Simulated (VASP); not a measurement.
# SnO2 (P4_2/mnm) in VASP: vibrations by perturbation theory with LDA

Aim: the vibrations by perturbation theory of SnO2 with LDA.

All numbers are computed with VASP 6.6.1; they aren't measurements. Logs are shortened: lines on timing, memory, paths and dates and some standing lists are left out, and cuts for length are marked.

## Step 1: The cell of the first run

The structure is tetragonal, space group P4_2/mnm (No. 136). The conventional cell has a = 4.759 Å, b = 4.759 Å, c = 3.200 Å, α = 90.00°, β = 90.00°, γ = 90.00°. Within 2.7 Å of Sn (site symmetry mmm) lie 6 O at 2.06 Å. O (site symmetry m2m) has 3 Sn at 2.06 Å and 1 O at 2.61 Å within 2.7 Å.

## Step 2: Vibrations by perturbation theory, LDA

The input, INCAR:

```
  PREC = Accurate
  ENCUT = 520
  EDIFF = 1E-8
  ISMEAR = 0
  SIGMA = 0.01
  LREAL = F
  LASPH = T
  NELM = 100
  ALGO = Normal
  ISIF = 2
  LWAVE = F
  LCHARG = T
  NBANDS = 35
  IBRION = 8
  NSW = 1
  LEPSILON = T
```

The input, KPOINTS:

```
Automatic mesh
0
Gamma
  6 6 8
```

The input, POSCAR:

```
SnO2
1.0
    4.7585535498      0.0000000000      0.0000000000
    0.0000000000      4.7585535498      0.0000000000
    0.0000000000      0.0000000000      3.2001190491
Sn O
2 4
Direct
    0.0000000000      0.0000000000      0.0000000000
    0.5000000000      0.5000000000      0.5000000000
    0.3064407316      0.3064407316      0.0000000000
    0.1935592684      0.8064407316      0.5000000000
    0.6935592684      0.6935592684      0.0000000000
    0.8064407316      0.1935592684      0.5000000000
```

Potentials or basis: VASP PAW LDA potentials, release 64 (Sn_d, O).

Run with:

```bash
cat potpaw_LDA.64/Sn_d/POTCAR potpaw_LDA.64/O/POTCAR > POTCAR
mpirun -np 1 vasp_std > vasp.out
```

OUTCAR:

```text
PREC = Accurate
   ENCUT = 520
   EDIFF = 1E-8
   ISMEAR = 0
   LREAL = F
   LASPH = T
   NELM = 100
   ISIF = 2
   IBRION = 8
   NSW = 1
   LEPSILON = T

 ion  position               nearest neighbor table
   1  0.000  0.000  0.000-   3 2.06   5 2.06   4 2.06   6 2.06   4 2.06   6 2.06   2 3.73   2 3.73
                             2 3.73   2 3.73   2 3.73   2 3.73   2 3.73   2 3.73
   2  0.500  0.500  0.500-   4 2.06   6 2.06   5 2.06   3 2.06   3 2.06   5 2.06   1 3.73   1 3.73
                             1 3.73   1 3.73   1 3.73   1 3.73   1 3.73   1 3.73
   3  0.306  0.306  0.000-   1 2.06   2 2.06   2 2.06
   4  0.194  0.806  0.500-   2 2.06   1 2.06   1 2.06
   5  0.694  0.694  0.000-   1 2.06   2 2.06   2 2.06
   6  0.806  0.194  0.500-   2 2.06   1 2.06   1 2.06

  LATTYP: Found a simple tetragonal cell.
 ALAT       =     4.7585535498
 C/A-ratio  =     0.6724982740

  Lattice vectors:

 A1 = (   4.7585535498,   0.0000000000,   0.0000000000)
 A2 = (   0.0000000000,   4.7585535498,   0.0000000000)
 A3 = (   0.0000000000,   0.0000000000,   3.2001190491)

Analysis of symmetry for initial positions (statically):
=====================================================================
 Subroutine PRICEL returns:
 Original cell was already a primitive cell.

 Routine SETGRP: Setting up the symmetry group for a
 simple tetragonal supercell.

 Subroutine GETGRP returns: Found 16 space group operations
 (whereof  8 operations were pure point group operations)
 out of a pool of 16 trial point group operations.

The static configuration has the point symmetry D_2h.
 The point group associated with its full space group is D_4h.

Analysis of symmetry for dynamics (positions and initial velocities):
=====================================================================
 Subroutine PRICEL returns:
 Original cell was already a primitive cell.

 Routine SETGRP: Setting up the symmetry group for a
 simple tetragonal supercell.

 Subroutine GETGRP returns: Found 16 space group operations
 (whereof  8 operations were pure point group operations)
 out of a pool of 16 trial point group operations.

The dynamic configuration has the point symmetry D_2h.
 The point group associated with its full space group is D_4h.

 Subroutine INISYM returns: Found 16 space group operations
 (whereof  8 operations are pure point group operations),
 and found     1 'primitive' translations

----------------------------------------------------------------------------------------

                                     Primitive cell

  volume of cell :      72.4630

  direct lattice vectors                    reciprocal lattice vectors
     4.758553550  0.000000000  0.000000000     0.210147893  0.000000000  0.000000000
     0.000000000  4.758553550  0.000000000     0.000000000  0.210147893  0.000000000
     0.000000000  0.000000000  3.200119049     0.000000000  0.000000000  0.312488375

  length of vectors
     4.758553550  4.758553550  3.200119049     0.210147893  0.210147893  0.312488375

  position of ions in fractional coordinates (direct lattice)
     0.000000000  0.000000000  0.000000000
     0.500000000  0.500000000  0.500000000
     0.306440732  0.306440732  0.000000000
[... 1127 lines left out ...]

 Free energy of the ion-electron system (eV)
  ---------------------------------------------------
  ---------------------------------------------------
  free energy    TOTEN  =        -0.35452354 eV

  energy without entropy =       -0.35452354

------------------------ aborting loop because EDIFF is reached ----------------------------------------

 INTERNAL STRAIN TENSOR  FOR ION    3  DIRECTION 3   (eV/Angst):
 -----------------------------------------------------------------------------
     0.00080 -0.00028  5.52331
    -0.00028  0.00080  5.52331
     4.95616  4.95616 -0.02130

 MACROSCOPIC STATIC DIELECTRIC TENSOR (including local field effects in DFT)
 ------------------------------------------------------
           4.464216     0.000000     0.000000
           0.000000     4.464216     0.000000
           0.000000     0.000000     4.727518
 ------------------------------------------------------

 PIEZOELECTRIC TENSOR (including local field effects)  for field in x, y, z        (e  Angst)
          XX          YY          ZZ          XY          YZ          ZX
  --------------------------------------------------------------------------------
  x     0.00000     0.00000     0.00000     0.00000     0.00000     0.00000
  y     0.00000     0.00000     0.00000     0.00000     0.00000     0.00000
  z     0.00000     0.00000     0.00000     0.00000     0.00000     0.00000

 PIEZOELECTRIC TENSOR (including local field effects)  for field in x, y, z        (C/m^2)
          XX          YY          ZZ          XY          YZ          ZX
  --------------------------------------------------------------------------------
  x     0.00000     0.00000     0.00000     0.00000     0.00000     0.00000
  y     0.00000     0.00000     0.00000     0.00000     0.00000     0.00000
  z     0.00000     0.00000     0.00000     0.00000     0.00000     0.00000

 BORN EFFECTIVE CHARGES (including local field effects) (in |e|, cummulative output)
 ---------------------------------------------------------------------------------
 ion    1
    1     4.07992     0.46104     0.00000
    2     0.46104     4.07992     0.00000
    3     0.00000     0.00000     4.46422
 ion    2
    1     4.07992    -0.46104     0.00000
    2    -0.46104     4.07992     0.00000
    3     0.00000     0.00000     4.46422
 ion    3
    1    -2.03996    -0.70699     0.00000
    2    -0.70699    -2.03996     0.00000
    3     0.00000     0.00000    -2.23211
 ion    4
    1    -2.03996     0.70699     0.00000
    2     0.70699    -2.03996     0.00000
    3     0.00000     0.00000    -2.23211
 ion    5
    1    -2.03996    -0.70699     0.00000
    2    -0.70699    -2.03996     0.00000
    3     0.00000     0.00000    -2.23211
 ion    6
    1    -2.03996     0.70699     0.00000
    2     0.70699    -2.03996     0.00000
    3     0.00000     0.00000    -2.23211

 INTERNAL STRAIN TENSOR FOR ION    6 for displacements in x,y,z  (eV/Angst):
          X           Y           Z          XY          YZ          ZX
  --------------------------------------------------------------------------------
  x     1.85729     1.01087     4.91285     1.75521     0.00000     0.00000
  y    -1.01087    -1.85729    -4.91285    -1.76418     0.00000     0.00000
  z     0.00000     0.00000     0.00000     0.00000    -4.95616     5.52331

 SECOND DERIVATIVES (NOT SYMMETRIZED)
 ------------------------------------
               1X          1Y          1Z          2X          2Y          2Z          3X          3Y          3Z          4X          4Y          4Z          5X          5Y          5Z          6X          6Y          6Z
  1X   -23.354550    0.975881    0.000000    9.118186   -0.005159    0.000000    2.501823    3.292447    0.000000    4.616359   -3.777808    0.000000    2.501823    3.292447    0.000000    4.616359   -3.777808    0.000000
  1Y     0.975881  -23.354550    0.000000   -0.005159    9.118186    0.000000    3.292447    2.501823    0.000000   -3.777808    4.616359    0.000000    3.292447    2.501823    0.000000   -3.777808    4.616359    0.000000
  1Z     0.000000    0.000000  -19.594540    0.000000    0.000000    0.187304    0.000000    0.000000    0.419507    0.000000    0.000000    9.284111    0.000000    0.000000    0.419507    0.000000    0.000000    9.284111
  2X     9.118186    0.005159    0.000000  -23.354550   -0.975881    0.000000    4.616359    3.777808    0.000000    2.501823   -3.292447    0.000000    4.616359    3.777808    0.000000    2.501823   -3.292447    0.000000
  2Y     0.005159    9.118186    0.000000   -0.975881  -23.354550    0.000000    3.777808    4.616359    0.000000   -3.292447    2.501823    0.000000    3.777808    4.616359    0.000000   -3.292447    2.501823    0.000000
  2Z     0.000000    0.000000    0.187304    0.000000    0.000000  -19.594540    0.000000    0.000000    9.284111    0.000000    0.000000    0.419507    0.000000    0.000000    9.284111    0.000000    0.000000    0.419507
  3X     2.487608    3.298496    0.000000    4.597539    3.787463    0.000000  -13.006291   -9.358081    0.000000   -0.313952    0.465407    0.000000    2.481430    2.273534    0.000000    3.753665   -0.466819    0.000000
  3Y     3.298496    2.487608    0.000000    3.787463    4.597539    0.000000   -9.358081  -13.006291    0.000000   -0.466819    3.753665    0.000000    2.273534    2.481430    0.000000    0.465407   -0.313952    0.000000
  3Z     0.000000    0.000000    0.392771    0.000000    0.000000    9.269084    0.000000    0.000000  -12.762676    0.000000    0.000000    1.704039    0.000000    0.000000   -0.307256    0.000000    0.000000    1.704039
  4X     4.597539   -3.787463    0.000000    2.487608   -3.298496    0.000000   -0.313952   -0.465407    0.000000  -13.006291    9.358081    0.000000    3.753665    0.466819    0.000000    2.481430   -2.273534    0.000000
  4Y    -3.787463    4.597539    0.000000   -3.298496    2.487608    0.000000    0.466819    3.753665    0.000000    9.358081  -13.006291    0.000000   -0.465407   -0.313952    0.000000   -2.273534    2.481430    0.000000
  4Z     0.000000    0.000000    9.269084    0.000000    0.000000    0.392771    0.000000    0.000000    1.704039    0.000000    0.000000  -12.762676    0.000000    0.000000    1.704039    0.000000    0.000000   -0.307256
  5X     2.487608    3.298496    0.000000    4.597539    3.787463    0.000000    2.481430    2.273534    0.000000    3.753665   -0.466819    0.000000  -13.006291   -9.358081    0.000000   -0.313952    0.465407    0.000000
  5Y     3.298496    2.487608    0.000000    3.787463    4.597539    0.000000    2.273534    2.481430    0.000000    0.465407   -0.313952    0.000000   -9.358081  -13.006291    0.000000   -0.466819    3.753665    0.000000
  5Z     0.000000    0.000000    0.392771    0.000000    0.000000    9.269084    0.000000    0.000000   -0.307256    0.000000    0.000000    1.704039    0.000000    0.000000  -12.762676    0.000000    0.000000    1.704039
  6X     4.597539   -3.787463    0.000000    2.487608   -3.298496    0.000000    3.753665    0.466819    0.000000    2.481430   -2.273534    0.000000   -0.313952   -0.465407    0.000000  -13.006291    9.358081    0.000000
  6Y    -3.787463    4.597539    0.000000   -3.298496    2.487608    0.000000   -0.465407   -0.313952    0.000000   -2.273534    2.481430    0.000000    0.466819    3.753665    0.000000    9.358081  -13.006291    0.000000
  6Z     0.000000    0.000000    9.269084    0.000000    0.000000    0.392771    0.000000    0.000000    1.704039    0.000000    0.000000   -0.307256    0.000000    0.000000    1.704039    0.000000    0.000000  -12.762676

 Eigenvectors and eigenvalues of the dynamical matrix
 ----------------------------------------------------

   1 f  =   22.149960 THz   139.172306 2PiTHz  738.843153 cm-1    91.604835 meV
             X         Y         Z           dx          dy          dz
      0.000000  0.000000  0.000000    -0.000000   -0.000000    0.000000
      2.379277  2.379277  1.600060    -0.000000   -0.000000   -0.000000
      1.458215  1.458215  0.000000    -0.353553   -0.353553   -0.000000
      0.921062  3.837491  1.600060    -0.353553    0.353553   -0.000000
      3.300339  3.300339  0.000000     0.353553    0.353553   -0.000000
      3.837491  0.921062  1.600060     0.353553   -0.353553    0.000000
[... 145 lines left out ...]
  18 f/i=    0.019432 THz     0.122097 2PiTHz    0.648192 cm-1     0.080366 meV
             X         Y         Z           dx          dy          dz
      0.000000  0.000000  0.000000    -0.085500    0.620887   -0.000000
      2.379277  2.379277  1.600060    -0.085897    0.620942   -0.000000
      1.458215  1.458215  0.000000    -0.032419    0.229364   -0.000000
      0.921062  3.837491  1.600060    -0.030865    0.229150   -0.000000
      3.300339  3.300339  0.000000    -0.032419    0.229364   -0.000000
      3.837491  0.921062  1.600060    -0.030865    0.229150   -0.000000

--------------------------------------------------------------------------------------------------------

 MACROSCOPIC STATIC DIELECTRIC TENSOR IONIC CONTRIBUTION
 ------------------------------------------------------
           8.388990     0.000000    -0.000000
          -0.000000     8.388990    -0.000000
          -0.000000    -0.000000     5.136059
 ------------------------------------------------------

 ELASTIC MODULI CONTR FROM IONIC RELAXATION (kBar)
 Direction    XX          YY          ZZ          XY          YZ          ZX
 --------------------------------------------------------------------------------
 XX         -60.4033     27.5117    -56.3399      0.0000     -0.0000     -0.0000
 YY          27.5117    -60.4033    -56.3399     -0.0000      0.0000     -0.0000
 ZZ         -56.3399    -56.3399   -193.0086     -0.0000     -0.0000     -0.0000
 XY           0.0000     -0.0000      0.0000    -17.0533     -0.0000     -0.0000
 YZ          -0.0000      0.0000     -0.0000     -0.0000   -174.4163     -0.0000
 ZX          -0.0000     -0.0000     -0.0000     -0.0000     -0.0000   -216.6182
 --------------------------------------------------------------------------------

 PIEZOELECTRIC TENSOR IONIC CONTR  for field in x, y, z        (C/m^2)
          XX          YY          ZZ          XY          YZ          ZX
  --------------------------------------------------------------------------------
  x    -0.00000     0.00000     0.00000     0.00000     0.00000     0.00000
  y    -0.00000     0.00000     0.00000    -0.00000     0.00000     0.00000
  z     0.00000    -0.00000    -0.00000    -0.00000    -0.00000    -0.00000
```

Wall time 74 min (1 thread of Oxide Virtual Turin-like, shared host); peak memory 0.6 GiB.

Results:

| Property | Result |
| --- | --- |
| Electronic dielectric tensor (diagonal) | 4.46, 4.46, 4.73 |
| Born charges (mean of the diagonal) | Sn +4.21; O -2.10 e |
| Highest phonon frequency at Γ, LO-TO splitting left out | 739 cm⁻¹ |

Phonon frequencies in cm⁻¹ (negative: imaginary):
```tsv
q point	frequencies
(0.000, 0.000, 0.000)	-1 -1 0 111 147 226 226 275 275 345 457 460 460 551 582 582 613 739
```

Electronic dielectric tensor:
```
4.46 0.00 0.00
0.00 4.46 0.00
0.00 0.00 4.73
```

Born effective charge tensors (e):
atom 1, Sn
```
4.08 0.46 0.00
0.46 4.08 0.00
0.00 0.00 4.46
```
atom 2, Sn
```
 4.08 -0.46  0.00
-0.46  4.08  0.00
 0.00  0.00  4.46
```
atom 3, O
```
-2.04 -0.71  0.00
-0.71 -2.04  0.00
 0.00  0.00 -2.23
```
atom 4, O
```
-2.04  0.71  0.00
 0.71 -2.04  0.00
 0.00  0.00 -2.23
```
atom 5, O
```
-2.04 -0.71  0.00
-0.71 -2.04  0.00
 0.00  0.00 -2.23
```
atom 6, O
```
-2.04  0.71  0.00
 0.71 -2.04  0.00
 0.00  0.00 -2.23
```

Caveat: the cell stands under pressure or tension, which shifts response properties; spin-orbit coupling is left out, which moves the levels of the heavy elements.
